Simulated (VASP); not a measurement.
# B (Cmmm) in VASP: single point with PBE+D3(BJ)

Aim: the single point of B with PBE+D3(BJ).

Everything below comes from runs of VASP 6.6.1. Logs are shortened: lines on timing, memory, paths and dates and some standing lists are left out, and cuts for length are marked.

### 1 The cell of the first run

Symmetry: Cmmm, No. 65, orthorhombic system. The conventional cell has a = 1.702 Å, b = 3.280 Å, c = 3.635 Å, α = 90.00°, β = 90.00°, γ = 90.00°. B (site symmetry mmm) has 6 B at 1.70 to 1.85 Å within 2.3 Å.

### 2 Single point, PBE+D3(BJ) (strain +0.1125 x Voigt [0, 1, 0, 0, 0, 0])

Input file INCAR:

```
PREC     = Accurate       # precision mode
ENCUT    = 500            # plane-wave cutoff, eV
EDIFF    = 1E-6           # SCF threshold, eV
ISMEAR   = 0              # smearing method
SIGMA    = 0.15           # smearing width, eV
LREAL    = False          # projectors in reciprocal space
LASPH    = True           # aspherical terms in the spheres
NELM     = 120            # most SCF steps
ALGO     = Normal         # electronic algorithm
ISIF     = 2              # what is computed and relaxed
LWAVE    = False          # write WAVECAR
LCHARG   = False          # write CHGCAR
GGA      = PE             # functional
IVDW     = 12             # dispersion correction
NBANDS   = 8              # bands
GGA_COMPAT= False
```

Input file KPOINTS:

```
regular mesh
0
Gamma
  33 33 14
```

Input file POSCAR:

```
B
1.0
    1.7024335758      0.0000000000      0.0000000000
   -0.8512167879      1.6402151815      0.0000000000
    0.0000000000      0.0000000000      3.6354228500
B
1
Direct
    0.0000000000      0.0000000000      0.0000000000
```

Potentials or basis: VASP PAW PBE potentials, release 64 (B).

Command:

```console
$ cat potpaw_PBE.64/B/POTCAR > POTCAR
$ mpirun -np 1 vasp_std > vasp.out
```

OUTCAR:

```text
PREC = Accurate
   ENCUT = 500
   EDIFF = 1E-6
   ISMEAR = 0
   LREAL = False
   LASPH = True
   NELM = 120
   ISIF = 2
   GGA = PE
   IVDW = 12
 IVDW          = 12

 ion  position               nearest neighbor table
   1  0.000  0.000  0.000-

  LATTYP: Found a base centered orthorhombic cell.
 ALAT       =     1.7024335758
 B/A-ratio  =     1.9269065235
 C/A-ratio  =     2.1354271331

  Lattice vectors:

 A1 = (   0.8512167879,  -1.6402151815,   0.0000000000)
 A2 = (   0.8512167879,   1.6402151815,   0.0000000000)
 A3 = (   0.0000000000,   0.0000000000,   3.6354228500)

Analysis of symmetry for initial positions (statically):
=====================================================================
 Subroutine PRICEL returns:
 Original cell was already a primitive cell.

 Routine SETGRP: Setting up the symmetry group for a
 base centered orthorhombic supercell.

 Subroutine GETGRP returns: Found  8 space group operations
 (whereof  8 operations were pure point group operations)
 out of a pool of  8 trial point group operations.

The static configuration has the point symmetry D_2h.

Analysis of symmetry for dynamics (positions and initial velocities):
=====================================================================
 Subroutine PRICEL returns:
 Original cell was already a primitive cell.

 Routine SETGRP: Setting up the symmetry group for a
 base centered orthorhombic supercell.

 Subroutine GETGRP returns: Found  8 space group operations
 (whereof  8 operations were pure point group operations)
 out of a pool of  8 trial point group operations.

The dynamic configuration has the point symmetry D_2h.

 Subroutine INISYM returns: Found  8 space group operations
 (whereof  8 operations are pure point group operations),
 and found     1 'primitive' translations

----------------------------------------------------------------------------------------

                                     Primitive cell

  volume of cell :      10.1514

  direct lattice vectors                    reciprocal lattice vectors
     1.702433576  0.000000000  0.000000000     0.587394430  0.304838052  0.000000000
    -0.851216788  1.640215181  0.000000000     0.000000000  0.609676103  0.000000000
     0.000000000  0.000000000  3.635422850     0.000000000  0.000000000  0.275071165

  length of vectors
     1.702433576  1.847938273  3.635422850     0.661784296  0.609676103  0.275071165

  position of ions in fractional coordinates (direct lattice)
     0.000000000  0.000000000  0.000000000

  ion indices of the primitive-cell ions
   primitive index   ion index
                 1           1

----------------------------------------------------------------------------------------

 KPOINTS: regular mesh

Automatic generation of k-mesh.
 Grid dimensions read from file:
 generate k-points for:   33   33   14

 Generating k-lattice:

  Cartesian coordinates                     Fractional coordinates (reciprocal lattice)
     0.017799831  0.009237517  0.000000000     0.030303030  0.000000000  0.000000000
     0.000000000  0.018475033  0.000000000     0.000000000  0.030303030  0.000000000
     0.000000000  0.000000000  0.019647940     0.000000000  0.000000000  0.071428571

  Length of vectors
     0.020054070  0.018475033  0.019647940

  Shift w.r.t. Gamma in fractional coordinates (k-lattice)
     0.000000000  0.000000000  0.000000000

 Subroutine IBZKPT returns following result:
 ===========================================

 Found   2312 irreducible k-points:

 Following reciprocal coordinates:
            Coordinates               Weight
  0.000000  0.000000  0.000000      1.000000
  0.030303  0.000000  0.000000      4.000000
  0.060606  0.000000  0.000000      4.000000
  0.090909  0.000000  0.000000      4.000000
  0.121212  0.000000  0.000000      4.000000
  0.151515  0.000000  0.000000      4.000000
[... 16 lines left out ...]
  0.151515  0.030303  0.000000      4.000000
  0.181818  0.030303  0.000000      4.000000
 [... further k-points ...]
   k-points           NKPTS =   2312   k-points in BZ     NKDIM =   2312   number of bands    NBANDS=      8
   number of dos      NEDOS =    301   number of ions     NIONS =      1
   total plane-waves  NPLWV =   4704
   dimension x,y,z NGX =    12 NGY =   14 NGZ =   28
   dimension x,y,z NGXF=    24 NGYF=   28 NGZF=   56
   ions per type =               1
   NGX,Y,Z   is equivalent  to a cutoff of  11.72, 12.59, 12.80 a.u.
   NGXF,Y,Z  is equivalent  to a cutoff of  23.44, 25.19, 25.61 a.u.
 SYSTEM =  unknown system
   PREC   = accura    normal or accurate (medium, high low for compatibility)
   ISTART =      0    job   : 0-new  1-cont  2-samecut
   ICHARG =      2    charge: 1-file 2-atom 10-const
   ISPIN  =      1    spin polarized calculation?
   LNONCOLLINEAR =      F non collinear calculations
   LSORBIT =      F    spin-orbit coupling
   LASPH  =      T    aspherical Exc in radial PAW
   ENCUT  =  500.0 eV  36.75 Ry    6.06 a.u.   3.10  3.37  6.63*2*pi/ulx,y,z
   NELM   =    120;   NELMIN=  2; NELMDL= -5     # of ELM steps
   EDIFF  = 0.1E-05   stopping-criterion for ELM
   LREAL  =      F    real-space projection
   EDIFFG = 0.1E-04   stopping-criterion for IOM
   NSW    =      0    number of steps for IOM
   IBRION =     -1    ionic relax: 0-MD 1-quasi-New 2-CG
   NFREE  =      0    steps in history (QN), initial steepest desc. (CG)
   ISIF   =      2    stress and relaxation
   ISYM   =      2    0-nonsym 1-usesym 2-fastsym
   POTIM  = 0.5000    time-step for ionic-motion
   TEBEG  =    0.0;   TEEND  =   0.0 temperature during run
   PSTRESS=    0.0 pullay stress
   NELECT =       3.0000    total number of electrons
   NUPDOWN=      -1.0000    fix difference up-down
   EMIN   =  10.00;   EMAX   =-10.00  energy-range for DOS
   EFERMI =   0.00;   METHOD = LEGACY
   ISMEAR =     0;   SIGMA  =   0.15  broadening in eV -4-tet -1-fermi 0-gaus
   EFERMI_NEDOS =   21; number of points for ismear=-14 and -15
   IALGO  =     38    algorithm
   IMIX   =      4    mixing-type and parameters
     AMIX     =   0.40;   BMIX     =  1.00
     AMIX_MAG =   1.60;   BMIX_MAG =  1.00
  volume/ion in A,a.u.               =      10.15        68.51
  Fermi-wavevector in a.u.,A,eV,Ry     =   1.090452  2.060656 16.178495  1.189086
  Thomas-Fermi vector in A             =   2.226677
   LORBIT       =      0    0 simple, 1 ext, 2 COOP (PROOUT), +10 PAW based schemes
   GGA     = PE    functional components
   LHFCALC =     F    Hartree Fock is set to
   AEXX    =    0.0000 exact exchange contribution
   IVDW    =    12    specifies the selected vdW correction
   LEPSILON=     F    determine dielectric tensor
   LRPA    =     F    only Hartree local field effects (RPA)
 non-spin polarized calculation
 Gauss-broadening in eV      SIGMA  =   0.15
  energy-cutoff  :      500.00
  volume of cell :       10.15
 maximum number of plane-waves:       272
   NGX =  7   NGY =  7   NGZ = 13

 number of electron       3.0000000 magnetization

 Free energy of the ion-electron system (eV)
  ---------------------------------------------------
  ext. energy  EPLUGINS =         0.00000000
  ---------------------------------------------------
  free energy    TOTEN  =        -5.92431861 eV

  energy without entropy =       -5.92156825  energy(sigma->0) =       -5.92294343

 E-fermi :   4.1237     XC(G=0):  -9.8200

 val. band max:        4.1213594312   @ k =   0.3030   0.0303   0.2143
 cond. band min:       4.1244427424   @ k =   0.3939   0.2424   0.0714
 fundamental gap:      0.0030833112
 Fermi energy:         4.1237285083

 k-point     1 :       0.0000    0.0000    0.0000
  band No.  band energies     occupation
      1     -11.5111      2.00000
      2      -1.0883      2.00000
      3       7.3973      0.00000
      4      23.7128      0.00000
      5      28.0939      0.00000
      6      30.9573      0.00000
      7      37.0063      0.00000
      8      42.2215      0.00000

 k-point     2 :       0.0303    0.0000    0.0000
  band No.  band energies     occupation
      1     -11.4687      2.00000
      2      -1.0312      2.00000
      3       7.4473      0.00000
      4      23.6323      0.00000
      5      27.8637      0.00000
      6      30.9929      0.00000
      7      37.1054      0.00000
      8      42.3881      0.00000

 k-point     3 :       0.0606    0.0000    0.0000
  band No.  band energies     occupation
      1     -11.3415      2.00000
      2      -0.8600      2.00000
      3       7.5970      0.00000
      4      23.3966      0.00000
      5      27.2125      0.00000
      6      31.0970      0.00000
      7      37.3809      0.00000
      8      42.6493      0.00000

 k-point     4 :       0.0909    0.0000    0.0000
  band No.  band energies     occupation
      1     -11.1298      2.00000
      2      -0.5750      2.00000
      3       7.8456      0.00000
      4      23.0212      0.00000
      5      26.2253      0.00000
      6      31.2608      0.00000
      7      37.7562      0.00000
      8      42.1388      0.00000

 k-point     5 :       0.1212    0.0000    0.0000
  band No.  band energies     occupation
      1     -10.8342      2.00000
      2      -0.1769      2.00000
      3       8.1910      0.00000
      4      22.5299      0.00000
      5      24.9846      0.00000
      6      31.4665      0.00000
      7      38.0113      0.00000
      8      41.0795      0.00000
[... 177 lines left out ...]
 k-point    22 :       0.1212    0.0303    0.0000
  band No.  band energies     occupation
      1     -10.6527      2.00000
      2       0.0609      2.00000
      3       8.3971      0.00000
      4      21.6074      0.00000
      5      24.5029      0.00000
      6      31.5212      0.00000
      7      38.2744      0.00000
      8      41.0100      0.00000

 k-point    23 :       0.1515    0.0303    0.0000
  band No.  band energies     occupation
      1     -10.2381      2.00000
      2       0.6178      2.00000
      3       8.8740      0.00000
      4      20.9591      0.00000
      5      22.9872      0.00000
      6      31.7037      0.00000
      7      37.8363      0.00000
      8      41.1761      0.00000

 k-point    24 :       0.1818    0.0303    0.0000
  band No.  band energies     occupation
      1      -9.7423      2.00000
      2       1.2850      2.00000
      3       9.4324      0.00000
      4      20.2218      0.00000
      5      21.4369      0.00000
      6      31.7926      0.00000
      7      37.0769      0.00000
      8      41.8760      0.00000

 [... further k-points ...]

------------------------ aborting loop because EDIFF is reached ----------------------------------------

 Edisp (eV)   -0.14159

 E8    (eV) :    -0.0463

  FORCE on cell =-STRESS in cart. coord.  units (eV):
  Direction    XX          YY          ZZ          XY          YZ          ZX
  --------------------------------------------------------------------------------------
  -------------------------------------------------------------------------------------
  Total      -1.62515    -0.95389    -0.11845     0.00000     0.00000     0.00000
  in kB    -256.49442  -150.55091   -18.69450     0.00000     0.00000     0.00000
  external pressure =     -141.91 kB  Pullay stress =        0.00 kB

 VOLUME and BASIS-vectors are now :
 -----------------------------------------------------------------------------
  energy-cutoff  :      500.00
  volume of cell :       10.15
      direct lattice vectors                 reciprocal lattice vectors
     1.702433576  0.000000000  0.000000000     0.587394430  0.304838052  0.000000000
    -0.851216788  1.640215181  0.000000000     0.000000000  0.609676103  0.000000000
     0.000000000  0.000000000  3.635422850     0.000000000  0.000000000  0.275071165

 POSITION                                       TOTAL-FORCE (eV/Angst)
 -----------------------------------------------------------------------------------
      0.00000      0.00000      0.00000         0.000000      0.000000      0.000000
 -----------------------------------------------------------------------------------
    total drift:                               -0.000000     -0.000000     -0.000000

  FREE ENERGIE OF THE ION-ELECTRON SYSTEM (eV)
  ---------------------------------------------------
  free  energy   TOTEN  =        -6.0659132838 eV

  energy  without entropy=       -6.0631629287  energy(sigma->0) =       -6.06453811
```

It took 3.1 min on 1 thread of Intel Xeon 8259CL, shared host; peak memory 0.26 GiB.

Results:

```yaml
Free_energy: -6.0659 eV
Pressure: -14.2 GPa
Band_gap_on_the_k_mesh: zero (an odd number of electrons rules out a gap without spin polarisation)
Dispersion_energy_per_atom: -0.142 eV
```

Stress tensor (GPa, compression positive):
```
-25.65   0.00   0.00
  0.00 -15.06   0.00
  0.00   0.00  -1.87
```

Levels at points of the mesh, in eV from the Fermi level:
```tsv
k point	band 1	band 2	band 3	band 4	band 5	band 6	band 7
(0.00, 0.00, 0.00)	-15.63	-5.21	3.27	19.59	23.97	26.83	32.88
(0.00, 0.00, 0.50)	-15.28	-7.30	10.08	14.90	19.60	23.98	38.01
```

Caveat: the cell differs from its parent crystal (strain +0.1125 x Voigt [0, 1, 0, 0, 0, 0]); the cell stands under tension.
